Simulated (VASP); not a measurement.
Set up this calculation in VASP 6.6.1, as the native input.

```yaml
Task: single point
Functional: r2SCAN
Potentials_or_basis: VASP PAW PBE potentials, release 64 (Tc_pv)
Cutoff: 520 eV
k_mesh: 11 × 11 × 6
Occupations: fermi-dirac, width 0.05 eV
Spin: no spin polarisation
Dipole_correction: no
Further_INCAR_settings: ALGO = Normal; EDIFF = 1e-07; NBANDS = 20
```

Crystal: Tc.

```xyz
2
Lattice="2.7937 0.0000 0.0000 -1.3969 2.4194 0.0000 0.0000 0.0000 4.4843" Properties=species:S:1:pos:R:3 pbc="T T T"
Tc    1.3969    0.8065    3.3632
Tc    0.0000    1.6130    1.1211
```

These files were run (other wordings do the same):

POSCAR

```
Tc
1.0
    2.7937391334      0.0000000000      0.0000000000
   -1.3968695667      2.4194490611      0.0000000000
    0.0000000000      0.0000000000      4.4842571930
Tc
2
Direct
    0.6666666667      0.3333333333      0.7500000000
    0.3333333333      0.6666666667      0.2500000000
```

INCAR.step1

```
SYSTEM = Tc
ALGO = Normal
EDIFF = 1E-4
ENCUT = 520
GGA = PE
ISMEAR = -1
LASPH = .True.
LCHARG = .False.
LREAL = .False.
LWAVE = .True.
NBANDS = 20
NELM = 80
PREC = Accurate
SIGMA = 0.05
```

INCAR.step2

```
SYSTEM = Tc
ALGO = Normal
EDIFF = 1E-7
ENCUT = 520
ISIF = 2
ISMEAR = -1
ISTART = 1
LASPH = .True.
LCHARG = .False.
LMIXTAU = .True.
LREAL = .False.
LWAVE = .False.
METAGGA = R2SCAN
NBANDS = 20
NELM = 80
PREC = Accurate
SIGMA = 0.05
```

KPOINTS

```
k-points
0
Gamma
  11 11 6
  0 0 0
```

Potentials or basis: VASP PAW PBE potentials, release 64 (Tc_pv).

The run is started by

```bash
$ cat potpaw_PBE.64/Tc_pv/POTCAR > POTCAR
$ cp INCAR.step1 INCAR
$ mpirun -np 1 vasp_std > vasp.out
$ cp INCAR.step2 INCAR
$ mpirun -np 1 vasp_std > vasp.out
```

Results of the run:

```yaml
Pressure: -17.8 GPa
Band_gap_on_the_k_mesh: zero (bands 13 and 14 overlap by 2.98 eV)
```

Caveat: the cell stands under tension; the PAW data sets were made with another functional, which shifts forces and pressure a little.

Run time: 92 s on 1 thread of Intel(R) Xeon(R) Platinum 8488C (Sapphire Rapids) (shared host), peak memory 0.17 GiB.
